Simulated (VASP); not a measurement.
Cu: single point with r2SCAN

The system is Cu.

```
Cu
1.0
     0.00000    1.78743    1.78743
     1.78743    0.00000    1.78743
     1.78743    1.78743    0.00000
Cu
1
Cartesian
  0.0000 0.0000 0.0000
```

```
Program             : VASP 6.6.1
Task                : single point
Functional          : r2SCAN
Potentials or basis : VASP PAW PBE potentials, release 64 (Cu)
Cutoff              : 520 eV
k mesh              : 11 × 11 × 11
Occupations         : fermi-dirac, width 0.05 eV
Spin                : no spin polarisation
```

The pressure is 0.5 GPa.

Levels at points of the mesh, in eV from the Fermi level:
| k point | band 2 | band 3 | band 4 | band 5 | band 6 | band 7 | band 8 | band 9 | band 10 | band 11 |
| --- | --- | --- | --- | --- | --- | --- | --- | --- | --- | --- |
| (0.00, 0.00, 0.00) | -3.35 | -3.35 | -3.35 | -2.49 | -2.49 | 23.56 | 26.86 | 26.86 | 26.86 | 29.28 |

Run time: 22 s on 1 thread of Intel(R) Xeon(R) Platinum 8559C (Emerald Rapids), with other jobs on the host, peak memory 0.13 GiB.

Caveat: the PAW data sets were made with another functional, which shifts forces and pressure a little.
